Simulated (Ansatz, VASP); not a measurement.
## SiO2: VASP beside Ansatz

```
Si O
1.0
     4.23588    0.00000    0.00000
     0.00000    4.03806    0.00000
     0.00000    0.00000    2.68977
Si O
2 4
Direct
  0.50000 0.50000 0.50000
  0.00000 0.00000 0.00000
  0.68370 0.70233 0.00000
  0.18370 0.79767 0.50000
  0.31630 0.29767 0.00000
  0.81630 0.20233 0.50000
```

Change from the starting cell: mode 4 frozen in at -0.056 Å, normal strain along y -0.0467.

Alike in both runs: task single point; functional PBE; k mesh 6 × 6 × 8; occupations gaussian, width 0.05 eV; no spin polarisation.

|  | VASP | Ansatz |
| --- | --- | --- |
| version | VASP 6.6.1 | Ansatz 0.2.0 |
| potentials or method | VASP PAW PBE potentials, release 64 (Si, O), cutoff 520 eV | scalar-relativistic, plane waves, PAW |
| valence electrons in the cell | 32 | 32 |

Ansatz gave:

| Quantity | Value |
| --- | --- |
| gap on the k mesh at the Fermi level (eV) | 5.84 |
| least direct gap on the mesh (eV) | 5.84 |
| pressure (GPa) | 14.4 |
| traceless stress, the component that is largest in VASP (GPa) | 8.45 |
| rms of the force components (eV/Å) | 0.240 |

Q: What did VASP give for the same quantities?

A: gap on the k mesh at the Fermi level (eV): 5.83; least direct gap on the mesh (eV): 5.83; pressure (GPa): 14.7; traceless stress, the component that is largest in VASP (GPa): 8.20; rms of the force components (eV/Å): 0.247.

Atom by atom the forces differ by 0.008 eV/Å (rms over components).
